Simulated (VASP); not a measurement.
# V (Pm-3m) in VASP: a series of runs

V is run at these levels: PBE; tasks: single point.

Everything below comes from runs of VASP 6.6.1. Logs are shortened: lines on timing, memory, paths and dates and some standing lists are left out, and cuts for length are marked.

**1. The cell of the first run**

It takes space group Pm-3m (No. 221, cubic). The conventional cell has a = 2.068 Å, b = 2.068 Å, c = 2.068 Å, α = 90.00°, β = 90.00°, γ = 90.00°. Within 2.7 Å of V (site symmetry m-3m) lie 6 V at 2.07 Å.

**2. Single point, PBE (volume scaled by 0.6)**

Contents of INCAR:

```
SYSTEM = V
PREC = Accurate
ENCUT = 520
EDIFF = 1E-6
ISMEAR = -1
SIGMA = 0.08
LREAL = .False.
LASPH = .True.
NELM = 80
ALGO = Normal
ISIF = 2
LWAVE = .False.
LCHARG = .False.
GGA = PE
NBANDS = 12
```

Contents of KPOINTS:

```
regular mesh
0
Gamma
  15 15 15
  0 0 0
```

Contents of POSCAR:

```
V
1.0
    2.0677479897      0.0000000000      0.0000000000
    0.0000000000      2.0677479897      0.0000000000
    0.0000000000      0.0000000000      2.0677479897
V
1
Direct
    0.0000000000      0.0000000000      0.0000000000
```

Potentials or basis: VASP PAW PBE potentials, release 64 (V_sv).

Run with:

```console
$ cat potpaw_PBE.64/V_sv/POTCAR > POTCAR
$ mpirun -np 1 vasp_std > vasp.out
```

OUTCAR:

```text
SYSTEM = V
   PREC = Accurate
   ENCUT = 520
   EDIFF = 1E-6
   ISMEAR = -1
   LREAL = .False.
   LASPH = .True.
   NELM = 80
   ISIF = 2
   GGA = PE

 ion  position               nearest neighbor table
   1  0.000  0.000  0.000-

  LATTYP: Found a simple cubic cell.
 ALAT       =     2.0677479897

  Lattice vectors:

 A1 = (   2.0677479897,   0.0000000000,   0.0000000000)
 A2 = (   0.0000000000,   2.0677479897,   0.0000000000)
 A3 = (   0.0000000000,   0.0000000000,   2.0677479897)

Analysis of symmetry for initial positions (statically):
=====================================================================
 Subroutine PRICEL returns:
 Original cell was already a primitive cell.

 Routine SETGRP: Setting up the symmetry group for a
 simple cubic supercell.

 Subroutine GETGRP returns: Found 48 space group operations
 (whereof 48 operations were pure point group operations)
 out of a pool of 48 trial point group operations.

The static configuration has the point symmetry O_h .

Analysis of symmetry for dynamics (positions and initial velocities):
=====================================================================
 Subroutine PRICEL returns:
 Original cell was already a primitive cell.

 Routine SETGRP: Setting up the symmetry group for a
 simple cubic supercell.

 Subroutine GETGRP returns: Found 48 space group operations
 (whereof 48 operations were pure point group operations)
 out of a pool of 48 trial point group operations.

The dynamic configuration has the point symmetry O_h .

 Subroutine INISYM returns: Found 48 space group operations
 (whereof 48 operations are pure point group operations),
 and found     1 'primitive' translations

----------------------------------------------------------------------------------------

                                     Primitive cell

  volume of cell :       8.8408

  direct lattice vectors                    reciprocal lattice vectors
     2.067747990  0.000000000  0.000000000     0.483617929  0.000000000  0.000000000
     0.000000000  2.067747990  0.000000000     0.000000000  0.483617929  0.000000000
     0.000000000  0.000000000  2.067747990     0.000000000  0.000000000  0.483617929

  length of vectors
     2.067747990  2.067747990  2.067747990     0.483617929  0.483617929  0.483617929

  position of ions in fractional coordinates (direct lattice)
     0.000000000  0.000000000  0.000000000

  ion indices of the primitive-cell ions
   primitive index   ion index
                 1           1

----------------------------------------------------------------------------------------

 KPOINTS: regular mesh

Automatic generation of k-mesh.
 Grid dimensions read from file:
 generate k-points for:   15   15   15

 Generating k-lattice:

  Cartesian coordinates                     Fractional coordinates (reciprocal lattice)
     0.032241195  0.000000000  0.000000000     0.066666667  0.000000000  0.000000000
     0.000000000  0.032241195  0.000000000     0.000000000  0.066666667  0.000000000
     0.000000000  0.000000000  0.032241195     0.000000000  0.000000000  0.066666667

  Length of vectors
     0.032241195  0.032241195  0.032241195

  Shift w.r.t. Gamma in fractional coordinates (k-lattice)
     0.000000000  0.000000000  0.000000000

 Subroutine IBZKPT returns following result:
 ===========================================

 Found    120 irreducible k-points:

 Following reciprocal coordinates:
            Coordinates               Weight
  0.000000  0.000000  0.000000      1.000000
  0.066667  0.000000  0.000000      6.000000
  0.133333  0.000000  0.000000      6.000000
  0.200000  0.000000  0.000000      6.000000
  0.266667  0.000000  0.000000      6.000000
  0.333333  0.000000  0.000000      6.000000
[... 16 lines left out ...]
  0.266667  0.200000  0.000000     24.000000
  0.333333  0.200000  0.000000     24.000000
 [... further k-points ...]
   k-points           NKPTS =    120   k-points in BZ     NKDIM =    120   number of bands    NBANDS=     12
   number of dos      NEDOS =    301   number of ions     NIONS =      1
   total plane-waves  NPLWV =   4096
   dimension x,y,z NGX =    16 NGY =   16 NGZ =   16
   dimension x,y,z NGXF=    32 NGYF=   32 NGZF=   32
   ions per type =               1
   NGX,Y,Z   is equivalent  to a cutoff of  12.86, 12.86, 12.86 a.u.
   NGXF,Y,Z  is equivalent  to a cutoff of  25.73, 25.73, 25.73 a.u.
 SYSTEM =  V
   PREC   = accura    normal or accurate (medium, high low for compatibility)
   ISTART =      0    job   : 0-new  1-cont  2-samecut
   ICHARG =      2    charge: 1-file 2-atom 10-const
   ISPIN  =      1    spin polarized calculation?
   LNONCOLLINEAR =      F non collinear calculations
   LSORBIT =      F    spin-orbit coupling
   LASPH  =      T    aspherical Exc in radial PAW
   ENCUT  =  520.0 eV  38.22 Ry    6.18 a.u.   3.84  3.84  3.84*2*pi/ulx,y,z
   NELM   =     80;   NELMIN=  2; NELMDL= -5     # of ELM steps
   EDIFF  = 0.1E-05   stopping-criterion for ELM
   LREAL  =      F    real-space projection
   EDIFFG = 0.1E-04   stopping-criterion for IOM
   NSW    =      0    number of steps for IOM
   IBRION =     -1    ionic relax: 0-MD 1-quasi-New 2-CG
   NFREE  =      0    steps in history (QN), initial steepest desc. (CG)
   ISIF   =      2    stress and relaxation
   ISYM   =      2    0-nonsym 1-usesym 2-fastsym
   POTIM  = 0.5000    time-step for ionic-motion
   TEBEG  =    0.0;   TEEND  =   0.0 temperature during run
   PSTRESS=    0.0 pullay stress
   NELECT =      13.0000    total number of electrons
   NUPDOWN=      -1.0000    fix difference up-down
   EMIN   =  10.00;   EMAX   =-10.00  energy-range for DOS
   EFERMI =   0.00;   METHOD = LEGACY
   ISMEAR =    -1;   SIGMA  =   0.08  broadening in eV -4-tet -1-fermi 0-gaus
   EFERMI_NEDOS =   21; number of points for ismear=-14 and -15
   IALGO  =     38    algorithm
   IMIX   =      4    mixing-type and parameters
     AMIX     =   0.40;   BMIX     =  1.00
     AMIX_MAG =   1.60;   BMIX_MAG =  1.00
  volume/ion in A,a.u.               =       8.84        59.66
  Fermi-wavevector in a.u.,A,eV,Ry     =   1.861623  3.517957 47.152884  3.465639
  Thomas-Fermi vector in A             =   2.909375
   LORBIT       =      0    0 simple, 1 ext, 2 COOP (PROOUT), +10 PAW based schemes
   GGA     = PE    functional components
   LHFCALC =     F    Hartree Fock is set to
   AEXX    =    0.0000 exact exchange contribution
   IVDW    =     0    specifies the selected vdW correction
   LEPSILON=     F    determine dielectric tensor
   LRPA    =     F    only Hartree local field effects (RPA)
 non-spin polarized calculation
  energy-cutoff  :      520.00
  volume of cell :        8.84
 maximum number of plane-waves:       251
 NGX is ok and might be reduce to    16
   NGX =  7   NGY =  7   NGZ =  7

 number of electron      13.0000003 magnetization

 Free energy of the ion-electron system (eV)
  ---------------------------------------------------
  ext. energy  EPLUGINS =         0.00000000
  ---------------------------------------------------
  free energy    TOTEN  =        -5.88779799 eV

  energy without entropy =       -5.87490187  energy(sigma->0) =       -5.88134993

 E-fermi :  16.4471     XC(G=0): -15.2441

 val. band max:       16.4271839372   @ k =   0.4667   0.4000   0.1333
 cond. band min:      16.4472210442   @ k =   0.4000   0.0667   0.0000
 fundamental gap:      0.0200371070
 Fermi energy:        16.4470749878

 k-point     1 :       0.0000    0.0000    0.0000
  band No.  band energies     occupation
      1     -48.2552      2.00000
      2     -19.5604      2.00000
      3     -19.5604      2.00000
      4     -19.5604      2.00000
      5       9.3421      2.00000
      6      11.9059      2.00000
      7      11.9059      2.00000
      8      22.4093      0.00000
      9      22.4093      0.00000
     10      22.4093      0.00000
     11      41.8592      0.00000
     12      41.8592      0.00000

 k-point     2 :       0.0667    0.0000    0.0000
  band No.  band energies     occupation
      1     -48.2193      2.00000
      2     -19.7572      2.00000
      3     -19.5437      2.00000
      4     -19.5437      2.00000
      5       9.5499      2.00000
      6      11.9620      2.00000
      7      12.1540      2.00000
      8      22.1903      0.00000
      9      22.1903      0.00000
     10      22.4256      0.00000
     11      40.5764      0.00000
     12      42.1916      0.00000

 k-point     3 :       0.1333    0.0000    0.0000
  band No.  band energies     occupation
      1     -48.1165      2.00000
      2     -20.2990      2.00000
      3     -19.4960      2.00000
      4     -19.4960      2.00000
      5      10.0967      2.00000
      6      12.1235      2.00000
      7      12.8990      2.00000
      8      21.6012      0.00000
      9      21.6012      0.00000
     10      22.4719      0.00000
     11      38.0685      0.00000
     12      43.1241      0.00000

 k-point     4 :       0.2000    0.0000    0.0000
  band No.  band energies     occupation
      1     -47.9613      2.00000
      2     -21.0632      2.00000
      3     -19.4253      2.00000
      4     -19.4253      2.00000
      5      10.8416      2.00000
      6      12.3695      2.00000
      7      14.0684      2.00000
      8      20.7999      0.00000
      9      20.7999      0.00000
     10      22.5407      0.00000
     11      35.5018      0.00000
     12      44.5105      0.00000

 k-point     5 :       0.2667    0.0000    0.0000
  band No.  band energies     occupation
      1     -47.7775      2.00000
      2     -21.8989      2.00000
      3     -19.3432      2.00000
      4     -19.3432      2.00000
      5      11.6997      2.00000
      6      12.6648      2.00000
      7      15.4211      1.99999
      8      19.9568      0.00000
      9      19.9568      0.00000
     10      22.6204      0.00000
     11      33.2955      0.00000
     12      42.6723      0.00000

 k-point     6 :       0.3333    0.0000    0.0000
  band No.  band energies     occupation
      1     -47.5955      2.00000
      2     -22.6641      2.00000
      3     -19.2637      2.00000
      4     -19.2637      2.00000
      5      12.6183      2.00000
      6      12.9616      2.00000
      7      16.5932      0.27736
      8      19.2113      0.00000
      9      19.2113      0.00000
     10      22.6975      0.00000
     11      31.6898      0.00000
     12      41.0817      0.00000

 k-point     7 :       0.4000    0.0000    0.0000
  band No.  band energies     occupation
      1     -47.4487      2.00000
      2     -23.2430      2.00000
      3     -19.2010      2.00000
      4     -19.2010      2.00000
      5      13.2045      2.00000
      6      13.4925      2.00000
      7      17.2688      0.00007
      8      18.6625      0.00000
      9      18.6625      0.00000
     10      22.7583      0.00000
     11      30.8043      0.00000
     12      39.9426      0.00000

 k-point     8 :       0.4667    0.0000    0.0000
  band No.  band energies     occupation
      1     -47.3666      2.00000
      2     -23.5537      2.00000
      3     -19.1664      2.00000
      4     -19.1664      2.00000
      5      13.3419      2.00000
      6      14.0886      2.00000
      7      17.4514      0.00001
      8      18.3730      0.00000
      9      18.3730      0.00000
     10      22.7918      0.00000
     11      30.5017      0.00000
     12      39.3484      0.00000
[... 166 lines left out ...]
 k-point    20 :       0.4000    0.1333    0.0000
  band No.  band energies     occupation
      1     -47.3192      2.00000
      2     -23.1266      2.00000
      3     -19.8704      2.00000
      4     -19.1418      2.00000
      5      13.4902      2.00000
      6      14.0358      2.00000
      7      15.7526      1.99966
      8      18.8019      0.00000
      9      20.5556      0.00000
     10      22.0795      0.00000
     11      30.9228      0.00000
     12      40.0348      0.00000

 k-point    21 :       0.4667    0.1333    0.0000
  band No.  band energies     occupation
      1     -47.2381      2.00000
      2     -23.4334      2.00000
      3     -19.8293      2.00000
      4     -19.1077      2.00000
      5      13.8105      2.00000
      6      14.3614      2.00000
      7      15.4313      1.99999
      8      18.5183      0.00000
      9      21.0262      0.00000
     10      22.1224      0.00000
     11      30.3700      0.00000
     12      39.7039      0.00000

 k-point    22 :       0.2000    0.2000    0.0000
  band No.  band energies     occupation
      1     -47.6744      2.00000
      2     -20.9468      2.00000
      3     -20.8095      2.00000
      4     -19.2942      2.00000
      5      11.9362      2.00000
      6      13.6039      2.00000
      7      15.1545      2.00000
      8      19.5573      0.00000
      9      20.8135      0.00000
     10      21.2286      0.00000
     11      36.2530      0.00000
     12      38.0839      0.00000

 k-point    23 :       0.2667    0.2000    0.0000
  band No.  band energies     occupation
      1     -47.4950      2.00000
      2     -21.6945      2.00000
      3     -20.7599      2.00000
      4     -19.2145      2.00000
      5      12.3997      2.00000
      6      13.8046      2.00000
      7      16.1207      1.96672
      8      19.5483      0.00000
      9      20.1700      0.00000
     10      21.1976      0.00000
     11      34.3685      0.00000
     12      38.4641      0.00000

 k-point    24 :       0.3333    0.2000    0.0000
  band No.  band energies     occupation
      1     -47.3175      2.00000
      2     -22.4353      2.00000
      3     -20.6534      2.00000
      4     -19.1375      2.00000
      5      12.7361      2.00000
      6      13.8926      2.00000
      7      16.6383      0.16776
      8      19.4776      0.00000
      9      20.4077      0.00000
     10      21.2993      0.00000
     11      32.4367      0.00000
     12      39.0824      0.00000

 [... further k-points ...]
[... 5 lines left out ...]
  --------------------------------------------------------------------------------------
  -------------------------------------------------------------------------------------
  Total       10.4328908     10.4328908     10.4328908     -0.0000000      0.0000000      0.0000000
  in kB     1890.6991255   1890.6991255   1890.6991255     -0.0000000      0.0000000      0.0000000
  external PRESSURE =    1890.6991255 kB  Pullay stress =       0.0000000 kB

 VOLUME and BASIS-vectors are now :
 -----------------------------------------------------------------------------
  energy-cutoff  :      520.00
  volume of cell :        8.84
      direct lattice vectors                 reciprocal lattice vectors
     2.067747990  0.000000000  0.000000000     0.483617929  0.000000000  0.000000000
     0.000000000  2.067747990  0.000000000     0.000000000  0.483617929  0.000000000
     0.000000000  0.000000000  2.067747990     0.000000000  0.000000000  0.483617929

 POSITION                                       TOTAL-FORCE (eV/Angst)
 -----------------------------------------------------------------------------------
      0.00000      0.00000      0.00000         0.000000      0.000000      0.000000
 -----------------------------------------------------------------------------------
    total drift:                               -0.000000     -0.000000      0.000000

  FREE ENERGIE OF THE ION-ELECTRON SYSTEM (eV)
  ---------------------------------------------------
  free  energy   TOTEN  =        -5.8877979889 eV

  energy  without entropy=       -5.8749018709  energy(sigma->0) =       -5.88134993
```

Run time: 4.5 s. Hardware: 1 thread of Intel Xeon 6975P-C, shared host; peak memory 0.12 GiB.

What came out:

| Property | Result |
| --- | --- |
| Free energy | -5.8878 eV |
| Pressure | 189.1 GPa |

(Part 1 of 2 ends here.)
